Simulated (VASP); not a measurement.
Input of a VASP 6.6.1 run:

The input INCAR:

```
ALGO     = Normal         # electronic algorithm
EDIFF    = 1E-8           # SCF threshold, eV
ENCUT    = 520            # plane-wave cutoff, eV
GGA      = CA             # functional
ISIF     = 2              # what is computed and relaxed
ISMEAR   = -1             # smearing method
LASPH    = T              # aspherical terms in the spheres
LCHARG   = F              # write CHGCAR
LEFG     = T            
LREAL    = F              # projectors in reciprocal space
LWAVE    = F              # write WAVECAR
NBANDS   = 18             # bands
NELM     = 60             # most SCF steps
PREC     = Accurate       # precision mode
SIGMA    = 0.05           # smearing width, eV
```

The input KPOINTS:

```
k-points
0
Gamma
  12 12 6
```

Contents of POSCAR:

```
Ta
1.0
    2.9669564710      0.0000000000      0.0000000000
   -1.4834782355      2.5694596758      0.0000000000
    0.0000000000      0.0000000000      4.8064694830
Ta
2
Direct
    0.2933333333      0.6466666667      0.2200000000
    0.7066666667      0.3533333333      0.7800000000
```

Potentials or basis: VASP PAW LDA potentials, release 64 (Ta_pv).

Command:

```sh
$ cat potpaw_LDA.64/Ta_pv/POTCAR > POTCAR
$ mpirun -np 1 vasp_std > vasp.out
```

What does it give for the band gap on the k mesh?

Zero (bands 11 and 12 overlap by 1.84 eV).

Estimate the pressure.

0.6 GPa.

Electric field gradients, principal values (V/Å²):
```
atom    least   middle  greatest (by size)
1 Ta  -22.382  -81.090             103.472
2 Ta  -22.382  -81.090             103.472
```

Caveat: the cell differs from its parent crystal (shortest bond scaled by 0.88); without QUAD_EFG the Cq values of the log hold for a quadrupole moment of 1 mb, not for the nuclei; spin-orbit coupling is left out, which moves the levels of the heavy elements; forces of over 1 eV/Å act on the atoms, so gaps and moduli don't describe the material at rest.
